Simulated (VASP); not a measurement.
The system is ZnO (zincite).

```
CELL_PARAMETERS angstrom
3.18298 0.00000 0.00000
-1.59149 2.75654 0.00000
0.00000 0.00000 5.09944
ATOMIC_POSITIONS crystal
Zn 0.66667 0.33333 0.00000
Zn 0.33333 0.66667 0.50000
O 0.33333 0.66667 0.87901
O 0.66667 0.33333 0.37901
```

Base run:

```yaml
Program: VASP 6.6.1
Functional: PBE
Potentials_or_basis: VASP PAW PBE potentials, release 64 (Zn, O)
Cutoff: 520 eV
k_mesh: 9 × 9 × 5
Occupations: fermi-dirac, width 0.05 eV
Spin: no spin polarisation
```

Its results: band gap on the k mesh 0.88 eV, direct; pressure 17.0 GPa; largest force 0.097 eV/Å.

**Question.** After a change of settings the same cell gave: band gap on the k mesh 0.77 eV, direct; pressure 9.6 GPa; largest force 0.088 eV/Å. Which change was it?
A. functional from PBE to PBEsol; dispersion from none to D3(BJ)
B. functional from PBE to revPBE; dispersion from none to D4
C. functional from PBE to revPBE
D. functional from PBE to PBEsol

**Answer.** D.

PBEsol binds more tightly than PBE, so the same cell stands under less pressure.

Caveats: the PAW data sets were made with another functional, which shifts forces and pressure a little (some runs).
